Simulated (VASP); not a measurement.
Wanted: the native input for a VASP 6.6.1 run.

```yaml
Task: single point
Functional: r2SCAN
Dispersion: rVV10
Potentials_or_basis: VASP PAW PBE potentials, release 64 (Zr_sv, Hg, Cl)
Cutoff: 520 eV
k_mesh: 6 × 6 × 4
Occupations: fermi-dirac, width 0.03 eV
Spin: no spin polarisation
Dipole_correction: no
Further_INCAR_settings: ALGO = Normal; EDIFF = 1e-06; NBANDS = 43
```

The system is ZrHgCl6.

```
Zr Hg Cl
1.0
     4.28347    0.00000    0.00000
     0.00000    4.28347    0.00000
     0.00000    0.00000    9.54095
Zr Hg Cl
1 1 6
Cartesian
  0.0000 0.0000 0.0000
  0.0000 0.0000 4.7705
  2.1417 2.1417 0.0000
  2.1417 2.1417 4.7705
  2.1417 0.0000 1.8329
  2.1417 0.0000 7.7081
  0.0000 2.1417 1.8329
  0.0000 2.1417 7.7081
```

One way to write it, as run:

POSCAR

```
ZrHgCl6
1.0
    4.2834673112      0.0000000000      0.0000000000
    0.0000000000      4.2834673112      0.0000000000
    0.0000000000      0.0000000000      9.5409508963
Zr Hg Cl
1 1 6
Direct
    0.0000000000      0.0000000000      0.0000000000
    0.0000000000      0.0000000000      0.5000000000
    0.5000000000      0.5000000000      0.0000000000
    0.5000000000      0.5000000000      0.5000000000
    0.5000000000      0.0000000000      0.1921088069
    0.5000000000      0.0000000000      0.8078911931
    0.0000000000      0.5000000000      0.1921088069
    0.0000000000      0.5000000000      0.8078911931
```

INCAR.step1

```
PREC = Accurate ; ENCUT = 520
ISMEAR = -1 ; SIGMA = 0.03
LREAL = False ; LASPH = True
NELM = 80 ; NBANDS = 43
GGA = PE ; ALGO = Normal
EDIFF = 1E-4 ; LWAVE = True
LCHARG = False
```

INCAR.step2

```
PREC = Accurate ; ENCUT = 520
EDIFF = 1E-6 ; ISMEAR = -1
SIGMA = 0.03 ; LREAL = False
LASPH = True ; NELM = 80
ALGO = Normal ; ISIF = 2
LWAVE = False ; LCHARG = True
METAGGA = R2SCAN ; LMIXTAU = True
LUSE_VDW = True ; IVDW_NL = 2
BPARAM = 11.95 ; CPARAM = 0.0093
LELF = True ; LVHAR = True
NBANDS = 43 ; ISTART = 1
```

KPOINTS

```
Automatic mesh
0
Gamma
  6 6 4
```

Potentials or basis: VASP PAW PBE potentials, release 64 (Zr_sv, Hg, Cl).

Command:

```sh
$ cat potpaw_PBE.64/Zr_sv/POTCAR potpaw_PBE.64/Hg/POTCAR potpaw_PBE.64/Cl/POTCAR > POTCAR
$ cp INCAR.step1 INCAR
$ mpirun -np 1 vasp_std > vasp.out
$ cp INCAR.step2 INCAR
$ mpirun -np 1 vasp_std > vasp.out
```

It gave:

The pressure is 0.0 GPa, the largest force is 0.006 eV/Å and the band gap on the k mesh is zero (bands 33 and 34 overlap by 0.35 eV).

Caveat: the PAW data sets were made with another functional, which shifts forces and pressure a little; spin-orbit coupling is left out, which moves the levels of the heavy elements.

It took 6.2 min on 1 thread of Intel(R) Xeon(R) 6975P-C (Granite Rapids), with other jobs on the host, peak memory 0.68 GiB.
